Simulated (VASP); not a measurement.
# Tl11Ga4B (a cell with a defect) in VASP: relaxation of the atoms with PBEsol

Aim: the relaxation of the atoms of Tl11Ga4B (a cell with a defect) with PBEsol.

Program: VASP 6.6.1. These are calculated values, not measurements. Logs are shortened: lines on timing, memory, paths and dates and some standing lists are left out, and cuts for length are marked.

**1. The cell of the first run**

The cell holds a defect, 16 atoms: a = 10.967 Å, b = 10.967 Å, c = 5.483 Å, α = 60.00°, β = 60.00°, γ = 60.00°.

**2. Relaxation of the atoms, PBEsol**

Input file INCAR:

```
PREC = Accurate
ENCUT = 450
EDIFF = 1E-7
ISMEAR = 0
SIGMA = 0.02
LREAL = False
LASPH = True
NELM = 120
ALGO = Normal
ISIF = 2
LWAVE = False
LCHARG = False
GGA = PS
IBRION = 2
NSW = 45
EDIFFG = -0.03
GGA_COMPAT = False
NELMIN = 4
KPAR = 2
NCORE = 2
```

Input file KPOINTS:

```
Automatic mesh
0
Gamma
  2 2 2
  0.5 0.5 0.5
```

Input file POSCAR:

```
Tl11Ga4B
1.0
    0.0000000000      7.7547820000      7.7547820000
    7.7547820000      0.0000000000      7.7547820000
    3.8773910000      3.8773910000      0.0000000000
Tl B Ga
11 1 4
Direct
    0.1250000000      0.1250000000      0.2500000000
    0.3750000000      0.3750000000      0.7500000000
    0.1250000000      0.6250000000      0.2500000000
    0.3750000000      0.8750000000      0.7500000000
    0.2500000000      0.7500000000      0.5000000000
    0.6250000000      0.1250000000      0.2500000000
    0.8750000000      0.3750000000      0.7500000000
    0.7500000000      0.2500000000      0.5000000000
    0.6250000000      0.6250000000      0.2500000000
    0.8750000000      0.8750000000      0.7500000000
    0.7500000000      0.7500000000      0.5000000000
    0.2500000000      0.2500000000      0.5000000000
    0.0000000000      0.0000000000      0.0000000000
    0.0000000000      0.5000000000      0.0000000000
    0.5000000000      0.0000000000      0.0000000000
    0.5000000000      0.5000000000      0.0000000000
```

Potentials or basis: VASP PAW PBE potentials, release 64 (Tl_d, B, Ga_d).

Launch:

```bash
$ cat potpaw_PBE.64/Tl_d/POTCAR potpaw_PBE.64/B/POTCAR potpaw_PBE.64/Ga_d/POTCAR > POTCAR
$ mpirun -np 4 vasp_std > vasp.out
```

OUTCAR:

```text
PREC = Accurate
   ENCUT = 450
   EDIFF = 1E-7
   ISMEAR = 0
   LREAL = False
   LASPH = True
   NELM = 120
   ISIF = 2
   GGA = PS
   IBRION = 2
   NSW = 45
   EDIFFG = -0.03
   NELMIN = 4

 ion  position               nearest neighbor table
   1  0.125  0.125  0.250-  13 3.36   5 3.36   8 3.36  13 3.36  14 3.36  15 3.36   7 3.88   4 3.88
                            10 3.88   2 3.88   4 3.88   7 3.88
   2  0.375  0.375  0.750-  16 3.36   8 3.36  14 3.36  15 3.36   5 3.36  16 3.36   6 3.88   3 3.88
                             3 3.88   6 3.88   9 3.88   1 3.88
   3  0.125  0.625  0.250-   5 3.36  14 3.36  11 3.36  13 3.36  14 3.36  16 3.36   5 3.36  10 3.88
                             2 3.88   2 3.88   4 3.88   7 3.88  10 3.88
   4  0.375  0.875  0.750-   5 3.36  15 3.36  11 3.36  13 3.36   5 3.36  16 3.36  15 3.36   9 3.88
                             3 3.88   1 3.88   6 3.88   9 3.88   1 3.88
   5  0.250  0.750  0.500-   3 3.36   4 3.36   2 3.36   3 3.36   1 3.36   9 3.36  10 3.36   4 3.36

   6  0.625  0.125  0.250-   8 3.36  15 3.36  11 3.36  13 3.36  15 3.36  16 3.36   8 3.36  10 3.88
                             4 3.88   2 3.88   7 3.88   2 3.88  10 3.88
   7  0.875  0.375  0.750-   8 3.36  14 3.36  11 3.36  13 3.36   8 3.36  16 3.36  14 3.36   9 3.88
                             6 3.88   1 3.88   3 3.88   9 3.88   1 3.88
   8  0.750  0.250  0.500-   6 3.36   7 3.36   2 3.36   6 3.36   1 3.36   9 3.36  10 3.36   7 3.36

   9  0.625  0.625  0.250-  11 3.36  16 3.36   8 3.36  16 3.36  14 3.36  15 3.36   5 3.36  11 3.36
                             4 3.88   2 3.88   4 3.88   7 3.88  10 3.88   7 3.88
  10  0.875  0.875  0.750-  11 3.36  13 3.36   8 3.36  11 3.36   5 3.36  14 3.36  15 3.36  13 3.36
                             9 3.88   6 3.88   1 3.88   3 3.88   6 3.88   3 3.88
  11  0.750  0.750  0.500-   9 3.36  10 3.36   4 3.36   6 3.36   7 3.36   9 3.36   3 3.36  10 3.36

  12  0.250  0.250  0.500-
  13  0.000  0.000  0.000-   1 3.36  10 3.36   3 3.36   4 3.36   6 3.36   7 3.36  10 3.36   1 3.36

  14  0.000  0.500  0.000-   3 3.36   7 3.36   2 3.36   7 3.36   1 3.36   9 3.36  10 3.36   3 3.36

  15  0.500  0.000  0.000-   4 3.36   6 3.36   2 3.36   4 3.36   1 3.36   9 3.36  10 3.36   6 3.36

  16  0.500  0.500  0.000-   2 3.36   9 3.36   3 3.36   4 3.36   6 3.36   7 3.36   2 3.36   9 3.36

  LATTYP: Found a base centered orthorhombic cell.
 ALAT       =    10.9669178776
 B/A-ratio  =     1.4142135624
 C/A-ratio  =     0.5000000000

  Lattice vectors:

 A1 = (  -3.8773910000,   3.8773910000,  -7.7547820000)
 A2 = (  -3.8773910000,   3.8773910000,   7.7547820000)
 A3 = (   3.8773910000,   3.8773910000,   0.0000000000)

Analysis of symmetry for initial positions (statically):
=====================================================================
 Subroutine PRICEL returns:
 Original cell was already a primitive cell.

 Routine SETGRP: Setting up the symmetry group for a
 base centered orthorhombic supercell.

 Subroutine GETGRP returns: Found  8 space group operations
 (whereof  4 operations were pure point group operations)
 out of a pool of  8 trial point group operations.

The static configuration has the point symmetry C_2v.
 The point group associated with its full space group is D_2h.

Analysis of symmetry for dynamics (positions and initial velocities):
=====================================================================
 Subroutine PRICEL returns:
 Original cell was already a primitive cell.

 Routine SETGRP: Setting up the symmetry group for a
 base centered orthorhombic supercell.

 Subroutine GETGRP returns: Found  8 space group operations
 (whereof  4 operations were pure point group operations)
 out of a pool of  8 trial point group operations.

The dynamic configuration has the point symmetry C_2v.
 The point group associated with its full space group is D_2h.

 Subroutine INISYM returns: Found  8 space group operations
 (whereof  4 operations are pure point group operations),
 and found     1 'primitive' translations

----------------------------------------------------------------------------------------

                                     Primitive cell

  volume of cell :     466.3466

  direct lattice vectors                    reciprocal lattice vectors
     0.000000000  7.754782000  7.754782000    -0.064476345  0.064476345  0.064476345
     7.754782000  0.000000000  7.754782000     0.064476345 -0.064476345  0.064476345
     3.877391000  3.877391000  0.000000000     0.128952690  0.128952690 -0.128952690

[... 60 lines left out ...]

 Subroutine IBZKPT returns following result:
 ===========================================

 Found      3 irreducible k-points:

 Following reciprocal coordinates:
            Coordinates               Weight
  0.250000  0.250000  0.250000      2.000000
 -0.250000  0.250000  0.250000      4.000000
 -0.250000 -0.250000  0.250000      2.000000
   k-points           NKPTS =      3   k-points in BZ     NKDIM =      3   number of bands    NBANDS=    118
   number of dos      NEDOS =    301   number of ions     NIONS =     16
   total plane-waves  NPLWV = 256000
   dimension x,y,z NGX =    80 NGY =   80 NGZ =   40
   dimension x,y,z NGXF=   160 NGYF=  160 NGZF=   80
   ions per type =              11   1   4
   NGX,Y,Z   is equivalent  to a cutoff of  12.13, 12.13, 12.13 a.u.
   NGXF,Y,Z  is equivalent  to a cutoff of  24.25, 24.25, 24.25 a.u.
 SYSTEM =  unknown system
   PREC   = accura    normal or accurate (medium, high low for compatibility)
   ISTART =      0    job   : 0-new  1-cont  2-samecut
   ICHARG =      2    charge: 1-file 2-atom 10-const
   ISPIN  =      1    spin polarized calculation?
   LNONCOLLINEAR =      F non collinear calculations
   LSORBIT =      F    spin-orbit coupling
   LASPH  =      T    aspherical Exc in radial PAW
   ENCUT  =  450.0 eV  33.07 Ry    5.75 a.u.  18.97 18.97  9.48*2*pi/ulx,y,z
   NELM   =    120;   NELMIN=  4; NELMDL= -5     # of ELM steps
   EDIFF  = 0.1E-06   stopping-criterion for ELM
   LREAL  =      F    real-space projection
   EDIFFG = -.3E-01   stopping-criterion for IOM
   NSW    =     45    number of steps for IOM
   IBRION =      2    ionic relax: 0-MD 1-quasi-New 2-CG
   NFREE  =      1    steps in history (QN), initial steepest desc. (CG)
   ISIF   =      2    stress and relaxation
   ISYM   =      2    0-nonsym 1-usesym 2-fastsym
   POTIM  = 0.5000    time-step for ionic-motion
   TEBEG  =    0.0;   TEEND  =   0.0 temperature during run
   PSTRESS=    0.0 pullay stress
   NELECT =     198.0000    total number of electrons
   NUPDOWN=      -1.0000    fix difference up-down
   EMIN   =  10.00;   EMAX   =-10.00  energy-range for DOS
   EFERMI =   0.00;   METHOD = LEGACY
   ISMEAR =     0;   SIGMA  =   0.02  broadening in eV -4-tet -1-fermi 0-gaus
   EFERMI_NEDOS =   21; number of points for ismear=-14 and -15
   IALGO  =     38    algorithm
   IMIX   =      4    mixing-type and parameters
     AMIX     =   0.40;   BMIX     =  1.00
     AMIX_MAG =   1.60;   BMIX_MAG =  1.00
  volume/ion in A,a.u.               =      29.15       196.69
  Fermi-wavevector in a.u.,A,eV,Ry     =   1.230440  2.325194 20.598970  1.513982
  Thomas-Fermi vector in A             =   2.365288
   LORBIT       =      0    0 simple, 1 ext, 2 COOP (PROOUT), +10 PAW based schemes
   GGA     = PS    functional components
   LHFCALC =     F    Hartree Fock is set to
   AEXX    =    0.0000 exact exchange contribution
   IVDW    =     0    specifies the selected vdW correction
   LEPSILON=     F    determine dielectric tensor
   LRPA    =     F    only Hartree local field effects (RPA)
 conjugate gradient relaxation of ions
 non-spin polarized calculation
 Gauss-broadening in eV      SIGMA  =   0.02
  energy-cutoff  :      450.00
  volume of cell :      466.35
 maximum number of plane-waves:     10130
 NGX is ok and might be reduce to    80
   NGX = 37   NGY = 37   NGZ = 19

--------------------------------------- Ionic step        1  -------------------------------------------

 number of electron     198.0000032 magnetization

 Free energy of the ion-electron system (eV)
  ---------------------------------------------------
  ext. energy  EPLUGINS =         0.00000000
  ---------------------------------------------------
  free energy    TOTEN  =       -42.37816053 eV

  energy without entropy =      -42.37151787  energy(sigma->0) =      -42.37483920

------------------------ aborting loop because EDIFF is reached ----------------------------------------

  FORCE on cell =-STRESS in cart. coord.  units (eV):
  Direction    XX          YY          ZZ          XY          YZ          ZX
  --------------------------------------------------------------------------------------
  -------------------------------------------------------------------------------------
  Total      -11.0936319    -11.0936319    -11.1166992     -3.0709338      0.0000000      0.0000000
  in kB      -38.1132123    -38.1132123    -38.1924619    -10.5504809      0.0000000      0.0000000
  external PRESSURE =     -38.1396289 kB  Pullay stress =       0.0000000 kB
[... 131 lines left out ...]
  FREE ENERGIE OF THE ION-ELECTRON SYSTEM (eV)
  ---------------------------------------------------
  free  energy   TOTEN  =       -42.6084782960 eV

  energy  without entropy=      -42.6058099481  energy(sigma->0) =      -42.60714412

[... ionic steps 4 to 13 ...]

--------------------------------------- Ionic step       14  -------------------------------------------

 number of electron     198.0000013 magnetization

------------------------ aborting loop because EDIFF is reached ----------------------------------------
[... 95 lines left out ...]
--------------------------------------- Ionic step       16  -------------------------------------------

 number of electron     198.0000020 magnetization

 Free energy of the ion-electron system (eV)
  ---------------------------------------------------
  ext. energy  EPLUGINS =         0.00000000
  ---------------------------------------------------
  free energy    TOTEN  =       -43.75806812 eV

  energy without entropy =      -43.75806812  energy(sigma->0) =      -43.75806812

 E-fermi :   4.4886     XC(G=0):  -9.7603

 val. band max:        4.3687391229   @ k =  -0.2500   0.2500   0.2500
 cond. band min:       4.8624891028   @ k =  -0.2500   0.2500   0.2500
 fundamental gap:      0.4937499799
 Fermi energy:         4.4886285369

 k-point     1 :       0.2500    0.2500    0.2500
  band No.  band energies     occupation
      1     -10.2407      2.00000
      2     -10.2399      2.00000
      3     -10.2357      2.00000
      4     -10.2354      2.00000
      5     -10.2349      2.00000
      6     -10.2345      2.00000
[... 331 lines left out ...]
    110       7.5235      0.00000
    111       7.7567      0.00000
 [bands above 111 left out]

------------------------ aborting loop because EDIFF is reached ----------------------------------------

  FORCE on cell =-STRESS in cart. coord.  units (eV):
  Direction    XX          YY          ZZ          XY          YZ          ZX
  --------------------------------------------------------------------------------------
  -------------------------------------------------------------------------------------
  Total      -10.1749374    -10.1749374    -10.1190382     -3.1846921      0.0000000      0.0000000
  in kB      -34.9569512    -34.9569512    -34.7649043    -10.9413083      0.0000000      0.0000000
  external PRESSURE =     -34.8929356 kB  Pullay stress =       0.0000000 kB
[... 31 lines left out ...]
  FREE ENERGIE OF THE ION-ELECTRON SYSTEM (eV)
  ---------------------------------------------------
  free  energy   TOTEN  =       -43.7580681172 eV

  energy  without entropy=      -43.7580681172  energy(sigma->0) =      -43.75806812

 reached required accuracy - stopping structural energy minimisation
```

Run time: 17 min. Hardware: 4 MPI ranks of AMD EPYC 7R13 (Zen 3), shared host; peak memory 0.4 GiB.

What came out:

| Quantity | Value |
| --- | --- |
| Free energy | -43.7581 eV |
| Energy gained by relaxing | 86.2 meV/atom |
| Ionic steps | 16 |
| Pressure after relaxing | -3.5 GPa |
| Largest force after relaxing | 0.020 eV/Å |
| Band gap on the k mesh | 0.49 eV |

Forces on the atoms (eV/Å):
```
Tl   0.000  0.000  0.004
Tl   0.000  0.000 -0.004
Tl  -0.011  0.011 -0.003
Tl   0.011 -0.011  0.003
Tl   0.000  0.000  0.000
Tl   0.011 -0.011 -0.003
Tl  -0.011  0.011  0.003
Tl   0.000  0.000  0.000
Tl   0.000  0.000  0.020
Tl   0.000  0.000 -0.020
Tl   0.000  0.000  0.000
B    0.000  0.000  0.000
Ga   0.000  0.000  0.003
Ga   0.008 -0.008  0.000
Ga  -0.008  0.008  0.000
Ga   0.000  0.000 -0.003
```

Stress tensor (GPa, compression positive):
```
-3.50 -1.09  0.00
-1.09 -3.50  0.00
 0.00  0.00 -3.48
```

The path:
```
step  energy change (eV)  largest force (eV/Å)  pressure (GPa)
   1              0.0000                0.4552           -3.81
   2             -0.0526                0.4761           -3.86
   3             -0.2303                0.5617           -4.09
   4             -0.5900                0.4714           -4.25
   5             -0.9336                0.9023           -3.84
   6             -0.9385                0.4615           -4.04
   7             -1.0579                0.4645           -3.97
   8             -1.2802                0.4974           -3.46
   9             -1.2861                0.5148           -3.18
  10             -1.2887                0.5078           -3.29
  11             -1.3556                0.1421           -3.39
  12             -1.3579                0.1676           -3.40
  13             -1.3663                0.1271           -3.43
  14             -1.3782                0.0333           -3.50
  15             -1.3783                0.0381           -3.51
  16             -1.3799                0.0205           -3.49
```

Final structure:
```cif
data_structure
_symmetry_space_group_name_H-M 'P 1'
_symmetry_Int_Tables_number 1
_cell_length_a 10.9669
_cell_length_b 10.9669
_cell_length_c 5.4835
_cell_angle_alpha 60.000
_cell_angle_beta 60.000
_cell_angle_gamma 60.000
_cell_volume 466.35
loop_
_atom_site_label
_atom_site_type_symbol
_atom_site_fract_x
_atom_site_fract_y
_atom_site_fract_z
_atom_site_occupancy
Tl1 Tl 0.14749 0.14749 0.20502 1
Tl2 Tl 0.35251 0.35251 0.79498 1
Tl3 Tl 0.16383 0.54645 0.28972 1
Tl4 Tl 0.33617 0.95355 0.71028 1
Tl5 Tl 0.25000 0.75000 0.50000 1
Tl6 Tl 0.54645 0.16383 0.28972 1
Tl7 Tl 0.95355 0.33617 0.71028 1
Tl8 Tl 0.75000 0.25000 0.50000 1
Tl9 Tl 0.62242 0.62242 0.25516 1
Tl10 Tl 0.87758 0.87758 0.74484 1
Tl11 Tl 0.75000 0.75000 0.50000 1
B1 B 0.25000 0.25000 0.50000 1
Ga1 Ga 0.00425 0.00425 0.99149 1
Ga2 Ga 0.01311 0.48689 0.00000 1
Ga3 Ga 0.48689 0.01311 0.00000 1
Ga4 Ga 0.49575 0.49575 0.00851 1
```

Caveat: the k points lie up to 0.57 Å⁻¹ apart; the PAW data sets were made with another functional, which shifts forces and pressure a little; spin-orbit coupling is left out, which moves the levels of the heavy elements.
